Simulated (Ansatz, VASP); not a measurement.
**Pt in VASP and in Ansatz**

INCAR

```
PREC = Accurate
ENCUT = 520
EDIFF = 1E-6
ISMEAR = 0
SIGMA = 0.15
LREAL = F
LASPH = T
NELM = 80
ALGO = Fast
ISIF = 2
LWAVE = F
LCHARG = F
GGA = PS
NBANDS = 11
```

Contents of KPOINTS:

```
Automatic mesh
0
Gamma
  22 22 22
```

Contents of POSCAR:

```
Pt
1.0
   -1.5809925399      1.5809925399      1.5809925399
    1.5809925399     -1.5809925399      1.5809925399
    1.5809925399      1.5809925399     -1.5809925399
Pt
1
Direct
    0.0000000000      0.0000000000      0.0000000000
```

Input for Ansatz:

```yaml
crystal:
  lattice:
    - [-1.5809925399, 1.5809925399, 1.5809925399]
    - [1.5809925399, -1.5809925399, 1.5809925399]
    - [1.5809925399, 1.5809925399, -1.5809925399]
  atoms:
    - { symbol: Pt, position: [0.0, 0.0, 0.0] }
basis:
  ecutwfc: 420
kpoints:
  mp_grid: { grid: [22, 22, 22] }
hamiltonian:
  xc: pbesol
  pseudopotentials: { kind: paw, azcp: { folder: soft_1 } }
scf:
  occupations: { method: gaussian, width: 0.15 }
output:
  forces: true
  stress: true
  eigenvalues: true
```

Alike in both runs: task single point; functional PBEsol; k mesh 22 × 22 × 22; occupations gaussian, width 0.15 eV; no spin polarisation.

|  | VASP | Ansatz |
| --- | --- | --- |
| version | VASP 6.6.1 | Ansatz 0.2.0 |
| potentials or method | VASP PAW PBE potentials, release 64 (Pt), cutoff 520 eV | scalar-relativistic, plane waves, PAW |
| valence electrons in the cell | 10 | 18 |

Ansatz gave:

| Item | Value |
| --- | --- |
| gap on the k mesh at the Fermi level (eV) | none |
| pressure (GPa) | -9.6 |

Task: What did VASP give for the same quantities?

Result: gap on the k mesh at the Fermi level (eV): none; pressure (GPa): -10.0.

VASP's potentials were made for PBE, not for PBEsol, and Ansatz warns of the same on its side. A gap of «none» marks a metal or a gap that the smearing closes. VASP's potentials hold 10 valence electrons a cell and Ansatz's 18, so a difference there can come from the potentials and not from the codes.

Neither program's run includes spin-orbit coupling.
